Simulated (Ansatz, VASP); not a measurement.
**One calculation of AgRh, two programs**

```xyz
2
Lattice="2.8141 0.0000 0.0000 -1.4071 2.4371 0.0000 0.0000 0.0000 4.8719" Properties=species:S:1:pos:R:3 pbc="T T T"
Ag    0.0000    0.0000    2.4359
Rh    1.4071    0.8124    0.0000
```

Change from the starting cell: volume scaled by 1.04.

Alike in both runs: task single point; functional LDA; k mesh 11 × 11 × 6; occupations fermi-dirac, width 0.05 eV; no spin polarisation.

```csv
,VASP,Ansatz
version,VASP 6.6.1,Ansatz 0.2.0
potentials or method,"VASP PAW LDA potentials, release 64 (Ag, Rh_pv), cutoff 520 eV","all-electron LAPW, scalar-relativistic"
```

|  | VASP | Ansatz | Ansatz less VASP |
| --- | --- | --- | --- |
| gap on the k mesh at the Fermi level (eV) | none | none | - |
| pressure (GPa) | -19.5 | -19.8 | -0.29 |
| traceless stress, the component that is largest in VASP (GPa) | 0.88 | 0.90 | +0.030 |

LDA's correlation is that of Perdew and Zunger in VASP and of Perdew and Wang (1992) in Ansatz. A gap of «none» marks a metal or a gap that the smearing closes. Ansatz ran all-electron here, and VASP with PAW potentials.
